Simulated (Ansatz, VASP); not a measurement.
**One calculation of Rb, two programs**

```xyz
1
Lattice="0.0000 3.3509 3.3509 3.3509 0.0000 3.3509 3.3509 3.3509 0.0000" Properties=species:S:1:pos:R:3 pbc="T T T"
Rb    0.0000    0.0000    0.0000
```

Alike in both runs: task single point; functional LDA; k mesh 9 × 9 × 9; occupations fermi-dirac, width 0.1 eV; no spin polarisation.

```csv
,VASP,Ansatz
version,VASP 6.6.1,Ansatz 0.2.0
potentials or method,"VASP PAW LDA potentials, release 64 (Rb_sv), cutoff 520 eV","plane waves (420 eV) with PAW, scalar-relativistic"
valence electrons in the cell,9,9
```

|  | VASP | Ansatz | Ansatz less VASP |
| --- | --- | --- | --- |
| pressure (GPa) | 0.1 | 0.1 | 0.00 |

Ansatz warns that its potentials were made for another functional, while VASP's fit it. LDA's correlation is that of Perdew and Zunger in VASP and of Perdew and Wang (1992) in Ansatz.
